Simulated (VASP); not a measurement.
Set up this calculation in VASP 6.6.1, as the native input.

- Task: single point
- Functional: PBE
- Potentials or basis: VASP PAW PBE potentials, release 64 (Hf_pv, Si, O)
- Cutoff: 520 eV
- k mesh: 2 × 2 × 2
- Occupations: gaussian, width 0.02 eV
- Spin: no spin polarisation
- Dipole correction: no
- Further INCAR settings: LREAL = Auto; ALGO = Normal; EDIFF = 1e-06; NBANDS = 138

The structure of HfSiO4 lies in POSCAR:

```
HfSiO4
1.0
    0.0000000000     -6.6449050372      0.0000000000
    6.6449050372      0.0000000000      0.0000000000
   -3.3224525186      3.3224525186      9.0224219439
Hf Si O
6 6 24
Direct
    0.0000000000      0.0000000000      0.0000000000
    0.6666666667      0.6666666667      0.3333333333
    0.3333333333      0.3333333333      0.6666666667
    0.5833333333      0.0833333333      0.1666666667
    0.2500000000      0.7500000000      0.5000000000
    0.9166666667      0.4166666667      0.8333333333
    0.0833333333      0.5833333333      0.1666666667
    0.7500000000      0.2500000000      0.5000000000
    0.4166666667      0.9166666667      0.8333333333
    0.1666666667      0.1666666667      0.3333333333
    0.8333333333      0.8333333333      0.6666666667
    0.5000000000      0.5000000000      0.0000000000
    0.6238553626      0.4396462982      0.8792925965
    0.2905220293      0.1063129649      0.2126259298
    0.9571886960      0.7729796316      0.5459592631
    0.0229796316      0.7071886960      0.0459592631
    0.6896462982      0.3738553626      0.3792925965
    0.3563129649      0.0405220293      0.7126259298
    0.0229796316      0.3387705672      0.0459592631
    0.6896462982      0.0054372338      0.3792925965
    0.3563129649      0.6721039005      0.7126259298
    0.9221039005      0.1063129649      0.2126259298
    0.5887705672      0.7729796316      0.5459592631
    0.2554372338      0.4396462982      0.8792925965
    0.5603537018      0.3761446374      0.1207074035
    0.2270203684      0.0428113040      0.4540407369
    0.8936870351      0.7094779707      0.7873740702
    0.9594779707      0.6436870351      0.2873740702
    0.6261446374      0.3103537018      0.6207074035
    0.2928113040      0.9770203684      0.9540407369
    0.3278960995      0.6436870351      0.2873740702
    0.9945627662      0.3103537018      0.6207074035
    0.6612294328      0.9770203684      0.9540407369
    0.2270203684      0.4112294328      0.4540407369
    0.8936870351      0.0778960995      0.7873740702
    0.5603537018      0.7445627662      0.1207074035
```

The input as run:

INCAR

```
PREC = Accurate
ENCUT = 520
EDIFF = 1E-6
ISMEAR = 0
SIGMA = 0.02
LREAL = Auto
LASPH = True
NELM = 80
ALGO = Normal
ISIF = 2
LWAVE = False
LCHARG = False
GGA = PE
NBANDS = 138
```

KPOINTS

```
Automatic mesh
0
Gamma
  2 2 2
```

Potentials or basis: VASP PAW PBE potentials, release 64 (Hf_pv, Si, O).

The run is started by

```console
$ cat potpaw_PBE.64/Hf_pv/POTCAR potpaw_PBE.64/Si/POTCAR potpaw_PBE.64/O/POTCAR > POTCAR
$ mpirun -np 1 vasp_std > vasp.out
```

Results of the run:

```json
{"Pressure": "-1.6 GPa", "Largest force": "0.174 eV/Å", "Band gap on the k mesh": "5.27 eV"}
```

Caveat: the k points lie up to 0.50 Å⁻¹ apart; spin-orbit coupling is left out, which moves the levels of the heavy elements.

Wall time 5.9 min on 1 thread of Intel(R) Xeon(R) Platinum 8375C CPU @ 2.90GHz (Ice Lake), with other jobs on the host, peak memory 0.53 GiB.
